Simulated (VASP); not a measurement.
# NbSi (Pm-3m) in VASP: settings compared

Aim: see how the results for NbSi move with the level of theory and the settings. Levels: r2SCAN, PBEsol-based global hybrid. Tasks: relaxation of cell and atoms.

Program: VASP 6.6.1. These are calculated values, not measurements. Logs are shortened: lines on timing, memory, paths and dates and some standing lists are left out, and cuts for length are marked.

**1. The cell of the first run**

It takes space group Pm-3m (No. 221, cubic). The conventional cell has a = 3.156 Å, b = 3.156 Å, c = 3.156 Å, α = 90.00°, β = 90.00°, γ = 90.00°. Within 3.6 Å of Nb (site symmetry m-3m) lie 8 Si at 2.73 Å and 6 Nb at 3.16 Å. Within 3.6 Å of Si (site symmetry m-3m) lie 8 Nb at 2.73 Å and 6 Si at 3.16 Å.

**2. Relaxation of cell and atoms, r2SCAN, target pressure 10 GPa, at which the enthalpy is minimised**

The input, POSCAR:

```
NbSi
1.0
    3.1564400000      0.0000000000      0.0000000000
    0.0000000000      3.1564400000      0.0000000000
    0.0000000000      0.0000000000      3.1564400000
Nb Si
1 1
Direct
    0.0000000000      0.0000000000      0.0000000000
    0.5000000000      0.5000000000      0.5000000000
```

The input, INCAR.step1:

```
SYSTEM = NbSi
PREC = Accurate ; ENCUT = 550
ISMEAR = -1 ; SIGMA = 0.05
LREAL = .False. ; LASPH = .True.
NELM = 120 ; GGA = PE
ALGO = Normal ; EDIFF = 1E-5
LWAVE = .True. ; LCHARG = .False.
GGA_COMPAT = .False. ; IBRION = 2
ISIF = 3 ; EDIFFG = -0.005
NELMIN = 4 ; NSW = 100
```

The input, INCAR.step2:

```
SYSTEM = NbSi
PREC = Accurate ; ENCUT = 550
EDIFF = 1E-7 ; ISMEAR = -1
SIGMA = 0.05 ; LREAL = .False.
LASPH = .True. ; NELM = 120
ALGO = Normal ; ISIF = 3
LWAVE = .False. ; LCHARG = .False.
METAGGA = R2SCAN ; LMIXTAU = .True.
IBRION = 2 ; NSW = 60
EDIFFG = -0.01 ; PSTRESS = 100.0
ISTART = 1 ; GGA_COMPAT = .False.
NELMIN = 4
```

The input, KPOINTS:

```
regular mesh
0
Gamma
  8 8 8
  0 0 0
```

Potentials or basis: VASP PAW PBE potentials, release 64 (Nb_sv, Si).

The run is started by

```console
$ cat potpaw_PBE.64/Nb_sv/POTCAR potpaw_PBE.64/Si/POTCAR > POTCAR
$ cp INCAR.step1 INCAR
$ mpirun -np 1 vasp_std > vasp.out
$ cp INCAR.step2 INCAR
$ mpirun -np 1 vasp_std > vasp.out
```

OUTCAR:

```text
SYSTEM = NbSi
   PREC = Accurate
   ENCUT = 550
   EDIFF = 1E-7
   ISMEAR = -1
   LREAL = .False.
   LASPH = .True.
   NELM = 120
   ISIF = 3
   METAGGA = R2SCAN
   IBRION = 2
   NSW = 60
   EDIFFG = -0.01
   PSTRESS = 100.0
   ISTART = 1
   NELMIN = 4

 ion  position               nearest neighbor table
   1  0.000  0.000  0.000-   2 2.73   2 2.73   2 2.73   2 2.73   2 2.73   2 2.73   2 2.73   2 2.73

   2  0.500  0.500  0.500-   1 2.73   1 2.73   1 2.73   1 2.73   1 2.73   1 2.73   1 2.73   1 2.73

  LATTYP: Found a simple cubic cell.
 ALAT       =     3.1564400000

  Lattice vectors:

 A1 = (   3.1564400000,   0.0000000000,   0.0000000000)
 A2 = (   0.0000000000,   3.1564400000,   0.0000000000)
 A3 = (   0.0000000000,   0.0000000000,   3.1564400000)

Analysis of symmetry for initial positions (statically):
=====================================================================
 Subroutine PRICEL returns:
 Original cell was already a primitive cell.

 Routine SETGRP: Setting up the symmetry group for a
 simple cubic supercell.

 Subroutine GETGRP returns: Found 48 space group operations
 (whereof 48 operations were pure point group operations)
 out of a pool of 48 trial point group operations.

The static configuration has the point symmetry O_h .

Analysis of symmetry for dynamics (positions and initial velocities):
=====================================================================
 Subroutine PRICEL returns:
 Original cell was already a primitive cell.

 Routine SETGRP: Setting up the symmetry group for a
 simple cubic supercell.

 Subroutine GETGRP returns: Found 48 space group operations
 (whereof 48 operations were pure point group operations)
 out of a pool of 48 trial point group operations.

The dynamic configuration has the point symmetry O_h .

 Subroutine INISYM returns: Found 48 space group operations
 (whereof 48 operations are pure point group operations),
 and found     1 'primitive' translations

----------------------------------------------------------------------------------------

                                     Primitive cell

  volume of cell :      31.4480

  direct lattice vectors                    reciprocal lattice vectors
     3.156440000  0.000000000  0.000000000     0.316812612  0.000000000  0.000000000
     0.000000000  3.156440000  0.000000000     0.000000000  0.316812612  0.000000000
     0.000000000  0.000000000  3.156440000     0.000000000  0.000000000  0.316812612

  length of vectors
     3.156440000  3.156440000  3.156440000     0.316812612  0.316812612  0.316812612

  position of ions in fractional coordinates (direct lattice)
     0.000000000  0.000000000  0.000000000
     0.500000000  0.500000000  0.500000000

  ion indices of the primitive-cell ions
   primitive index   ion index
                 1           1
                 2           2

----------------------------------------------------------------------------------------

 KPOINTS: regular mesh

Automatic generation of k-mesh.
 Grid dimensions read from file:
 generate k-points for:    8    8    8

 Generating k-lattice:

  Cartesian coordinates                     Fractional coordinates (reciprocal lattice)
     0.039601576  0.000000000  0.000000000     0.125000000  0.000000000  0.000000000
     0.000000000  0.039601576  0.000000000     0.000000000  0.125000000  0.000000000
     0.000000000  0.000000000  0.039601576     0.000000000  0.000000000  0.125000000

  Length of vectors
     0.039601576  0.039601576  0.039601576

  Shift w.r.t. Gamma in fractional coordinates (k-lattice)
     0.000000000  0.000000000  0.000000000

 Subroutine IBZKPT returns following result:
 ===========================================

 Found     35 irreducible k-points:

 Following reciprocal coordinates:
            Coordinates               Weight
  0.000000  0.000000  0.000000      1.000000
  0.125000  0.000000  0.000000      6.000000
  0.250000  0.000000  0.000000      6.000000
  0.375000  0.000000  0.000000      6.000000
  0.500000  0.000000  0.000000      3.000000
  0.125000  0.125000  0.000000     12.000000
[... 16 lines left out ...]
  0.375000  0.375000  0.125000     24.000000
  0.500000  0.375000  0.125000     24.000000
 [... further k-points ...]
   k-points           NKPTS =     35   k-points in BZ     NKDIM =     35   number of bands    NBANDS=     12
   number of dos      NEDOS =    301   number of ions     NIONS =      2
   total plane-waves  NPLWV =  13824
   dimension x,y,z NGX =    24 NGY =   24 NGZ =   24
   dimension x,y,z NGXF=    48 NGYF=   48 NGZF=   48
   ions per type =               1   1
   NGX,Y,Z   is equivalent  to a cutoff of  12.64, 12.64, 12.64 a.u.
   NGXF,Y,Z  is equivalent  to a cutoff of  25.28, 25.28, 25.28 a.u.
 SYSTEM =  NbSi
   PREC   = accura    normal or accurate (medium, high low for compatibility)
   ISTART =      1    job   : 0-new  1-cont  2-samecut
   ICHARG =      0    charge: 1-file 2-atom 10-const
   ISPIN  =      1    spin polarized calculation?
   LNONCOLLINEAR =      F non collinear calculations
   LSORBIT =      F    spin-orbit coupling
   LASPH  =      T    aspherical Exc in radial PAW
   ENCUT  =  550.0 eV  40.42 Ry    6.36 a.u.   6.04  6.04  6.04*2*pi/ulx,y,z
   NELM   =    120;   NELMIN=  4; NELMDL=  0     # of ELM steps
   EDIFF  = 0.1E-06   stopping-criterion for ELM
   LREAL  =      F    real-space projection
   EDIFFG = -.1E-01   stopping-criterion for IOM
   NSW    =     60    number of steps for IOM
   IBRION =      2    ionic relax: 0-MD 1-quasi-New 2-CG
   NFREE  =      1    steps in history (QN), initial steepest desc. (CG)
   ISIF   =      3    stress and relaxation
   ISYM   =      2    0-nonsym 1-usesym 2-fastsym
   POTIM  = 0.5000    time-step for ionic-motion
   TEBEG  =    0.0;   TEEND  =   0.0 temperature during run
   PSTRESS=  100.0 pullay stress
   NELECT =      17.0000    total number of electrons
   NUPDOWN=      -1.0000    fix difference up-down
   EMIN   =  10.00;   EMAX   =-10.00  energy-range for DOS
   EFERMI =   0.00;   METHOD = LEGACY
   ISMEAR =    -1;   SIGMA  =   0.05  broadening in eV -4-tet -1-fermi 0-gaus
   EFERMI_NEDOS =   21; number of points for ismear=-14 and -15
   IALGO  =     38    algorithm
   IMIX   =      4    mixing-type and parameters
     AMIX     =   0.40;   BMIX     =  1.00
     AMIX_MAG =   1.60;   BMIX_MAG =  1.00
  volume/ion in A,a.u.               =      15.72       106.11
  Fermi-wavevector in a.u.,A,eV,Ry     =   1.333604  2.520146 24.197961  1.778500
  Thomas-Fermi vector in A             =   2.462450
   LORBIT       =      0    0 simple, 1 ext, 2 COOP (PROOUT), +10 PAW based schemes
   METAGGA = R2SCAN    functional components
   LHFCALC =     F    Hartree Fock is set to
   AEXX    =    0.0000 exact exchange contribution
   IVDW    =     0    specifies the selected vdW correction
   LEPSILON=     F    determine dielectric tensor
   LRPA    =     F    only Hartree local field effects (RPA)
 conjugate gradient relaxation of ions
 non-spin polarized calculation
  energy-cutoff  :      550.00
  volume of cell :       31.45
 maximum number of plane-waves:       943
   NGX = 13   NGY = 13   NGZ = 13

--------------------------------------- Ionic step        1  -------------------------------------------

 number of electron      17.0000003 magnetization

 Free energy of the ion-electron system (eV)
  ---------------------------------------------------
  ext. energy  EPLUGINS =         0.00000000
  ---------------------------------------------------
  free energy    TOTEN  =       -33.90246230 eV

  energy without entropy =      -33.88542250  energy(sigma->0) =      -33.89394240

------------------------ aborting loop because EDIFF is reached ----------------------------------------

  FORCE on cell =-STRESS in cart. coord.  units (eV):
  Direction    XX          YY          ZZ          XY          YZ          ZX
  --------------------------------------------------------------------------------------
  -------------------------------------------------------------------------------------
  Total       -0.4310128     -0.4310128     -0.4310128      0.0000000      0.0000000     -0.0000000
  in kB      -21.9587747    -21.9587747    -21.9587747      0.0000000      0.0000000     -0.0000000
  external PRESSURE =    -121.9587747 kB  Pullay stress =     100.0000000 kB
[... 99 lines left out ...]
  enthalpy is  TOTEN    =       -32.0162680121 eV   P V=        1.8469505926

--------------------------------------- Ionic step        4  -------------------------------------------

 number of electron      16.9999998 magnetization

 Free energy of the ion-electron system (eV)
  ---------------------------------------------------
  ext. energy  EPLUGINS =         0.00000000
  ---------------------------------------------------
  free energy    TOTEN  =       -33.86009548 eV

  energy without entropy =      -33.84292064  energy(sigma->0) =      -33.85150806

 E-fermi :  12.0400     XC(G=0): -13.3798

 val. band max:       12.0289413586   @ k =   0.2500   0.1250   0.0000
 cond. band min:      12.0612713904   @ k =   0.2500   0.2500   0.0000
 fundamental gap:      0.0323300319
 Fermi energy:        12.0400001035

 k-point     1 :       0.0000    0.0000    0.0000
  band No.  band energies     occupation
      1     -44.2674      2.00000
      2     -19.4475      2.00000
      3     -19.4475      2.00000
      4     -19.4475      2.00000
      5      -0.0810      2.00000
      6       8.9024      2.00000
      7       8.9024      2.00000
      8      14.6680      0.00000
      9      14.6680      0.00000
     10      14.6680      0.00000
     11      14.8221      0.00000
     12      14.8221      0.00000
[... 331 lines left out ...]
 k-point    24 :       0.5000    0.3750    0.1250
  band No.  band energies     occupation
      1     -44.1646      2.00000
      2     -19.9400      2.00000
      3     -19.8485      2.00000
      4     -19.4244      2.00000
      5       3.5448      2.00000
      6       7.5661      2.00000
      7       8.3341      2.00000
      8      10.6347      2.00000
      9      12.6998      0.00000
     10      12.9591      0.00000
     11      15.3646      0.00000
     12      16.7285      0.00000

 [... further k-points ...]
[... 5 lines left out ...]
  --------------------------------------------------------------------------------------
  -------------------------------------------------------------------------------------
  Total        1.8346940      1.8346940      1.8346940      0.0000000      0.0000000     -0.0000000
  in kB       99.5088905     99.5088905     99.5088905      0.0000000      0.0000000     -0.0000000
  external PRESSURE =      -0.4911095 kB  Pullay stress =     100.0000000 kB
[... 17 lines left out ...]
  FREE ENERGIE OF THE ION-ELECTRON SYSTEM (eV)
  ---------------------------------------------------
  free  energy   TOTEN  =       -33.8600954758 eV

  energy  without entropy=      -33.8429206381  energy(sigma->0) =      -33.85150806

  enthalpy is  TOTEN    =       -32.0163466907 eV   P V=        1.8437487851

 reached required accuracy - stopping structural energy minimisation
```

Run time: 96 s. Hardware: 1 thread of Intel Xeon Platinum 8488C (Sapphire Rapids), shared host; peak memory 0.16 GiB.

Results:

| Property | Result |
| --- | --- |
| Free energy | -33.8601 eV |
| Relaxed volume | 14.77 Å³/atom |
| Relaxed cell | a = 3.091 Å, b = 3.091 Å, c = 3.091 Å, α = 90.00°, β = 90.00°, γ = 90.00° |
| Space group after relaxing (to 0.05 Å) | Pm-3m (No. 221) |
| Energy change on relaxing (the enthalpy is what falls) | +21.2 meV/atom |
| Ionic steps | 4 |
| Pressure after relaxing | 10.0 GPa |

The path:
```csv
step,energy change (eV),largest force (eV/Å),pressure (GPa),volume (Å³)
1,0.0000,0.0000,-2.20,31.45
2,0.5308,0.0000,41.43,26.31
3,0.0392,0.0000,9.57,29.59
4,0.0424,0.0000,9.95,29.54
```

Final structure:
```xyz
2
Lattice="3.0913 0.0000 0.0000 0.0000 3.0913 0.0000 0.0000 0.0000 3.0913" Properties=species:S:1:pos:R:3 pbc="T T T"
Nb    0.0000    0.0000    0.0000
Si    1.5456    1.5456    1.5456
```

Caveat: the cell is relaxed towards a set pressure, so the enthalpy falls and the energy may rise; the PAW data sets were made with another functional, which shifts forces and pressure a little.

[end of part 1 of 2]
